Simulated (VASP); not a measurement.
Set up this calculation in VASP 6.6.1, as the native input.

```
Task                   : relaxation of cell and atoms
Functional             : RPBE
Potentials or basis    : VASP PAW PBE potentials, release 64 (Sb, Ga_d)
Cutoff                 : 600 eV
k mesh                 : 8 × 8 × 8
Occupations            : fermi-dirac, width 0.05 eV
Spin                   : no spin polarisation
Dipole correction      : no
Further INCAR settings : ALGO = Normal; EDIFF = 1e-06; IBRION = 2; EDIFFG = -0.005; NSW = 80; ISIF = 3
```

The structure of GaSb lies in POSCAR:

```
GaSb
1.0
    0.0000000000      3.0590000000      3.0590000000
    3.0590000000      0.0000000000      3.0590000000
    3.0590000000      3.0590000000      0.0000000000
Sb Ga
1 1
Direct
    0.7500000000      0.7500000000      0.7500000000
    0.0000000000      0.0000000000      0.0000000000
```

These files were run (other wordings do the same):

INCAR

```
SYSTEM = GaSb
  PREC = Accurate
  ENCUT = 600
  EDIFF = 1E-6
  ISMEAR = -1
  SIGMA = 0.05
  LREAL = .FALSE.
  LASPH = .TRUE.
  NELM = 100
  ALGO = Normal
  ISIF = 3
  LWAVE = .FALSE.
  LCHARG = .FALSE.
  GGA = RP
  IBRION = 2
  NSW = 80
  EDIFFG = -0.005
```

KPOINTS

```
Automatic mesh
0
G
  8 8 8
  0 0 0
```

Potentials or basis: VASP PAW PBE potentials, release 64 (Sb, Ga_d).

Launch:

```sh
$ cat potpaw_PBE.64/Sb/POTCAR potpaw_PBE.64/Ga_d/POTCAR > POTCAR
$ mpirun -np 1 vasp_std > vasp.out
```

Results of the run:

* Relaxed volume: 31.03 Å³/atom
* Relaxed cell: a = 4.444 Å, b = 4.444 Å, c = 4.444 Å, α = 60.00°, β = 60.00°, γ = 60.00°
* Space group after relaxing (to 0.05 Å): F-43m (No. 216)
* Energy gained by relaxing: 27.9 meV/atom
* Ionic steps: 11
* Pressure after relaxing: 0.0 GPa
* Band gap on the k mesh: zero (filled and empty bands touch)

Caveat: the PAW data sets were made with another functional, which shifts forces and pressure a little; spin-orbit coupling is left out, which moves the levels of the heavy elements.

Run time: 89 s on 1 thread of Intel(R) Xeon(R) Platinum 8488C (Sapphire Rapids), on a shared host, peak memory 0.23 GiB.
